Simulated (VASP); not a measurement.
**CaO: single point with r2SCAN**

Crystal: CaO.

```xyz
2
Lattice="0.0000 2.2531 2.2531 2.2531 0.0000 2.2531 2.2531 2.2531 0.0000" Properties=species:S:1:pos:R:3 pbc="T T T"
Ca    0.0000    0.0000    0.0000
O     2.2531    2.2531    2.2531
```

This cell differs from its parent crystal: strain -0.080 along x and y, -0.080 along z.

```
Program                : VASP 6.6.1
Task                   : single point
Functional             : r2SCAN
Potentials or basis    : VASP PAW PBE potentials, release 64 (Ca_sv, O)
Cutoff                 : 520 eV
k mesh                 : 8 × 8 × 8
Occupations            : gaussian, width 0.05 eV
Spin                   : no spin polarisation
Dipole correction      : no
Further INCAR settings : ALGO = Normal; EDIFF = 1e-07; NBANDS = 15
```

- Pressure: 34.9 GPa
- Band gap on the k mesh: 4.03 eV, indirect (least direct gap 4.32 eV)

Levels at points of the mesh, in eV from the valence-band top:
| k point | band 5 | band 6 | band 7 | band 8 | band 9 | band 10 | band 11 | band 12 |
| --- | --- | --- | --- | --- | --- | --- | --- | --- |
| (0.00, 0.00, 0.00) | -16.85 | 0.00 | 0.00 | 0.00 | 7.26 | 7.27 | 7.27 | 7.27 |
| (0.50, 0.00, 0.00) | -14.47 | -3.10 | -1.66 | -1.66 | 8.64 | 10.13 | 10.13 | 10.86 |
| (0.50, 0.50, 0.00) | -16.71 | -1.08 | -0.29 | -0.29 | 4.03 | 10.32 | 10.74 | 11.60 |

Run time: 25 s on 1 thread of Intel(R) Xeon(R) Platinum 8559C (Emerald Rapids), with other jobs on the host, peak memory 0.14 GiB.

Caveat: the cell differs from its parent crystal (strain -0.080 along x and y, -0.080 along z); the PAW data sets were made with another functional, which shifts forces and pressure a little. A k mesh can miss the band edges.
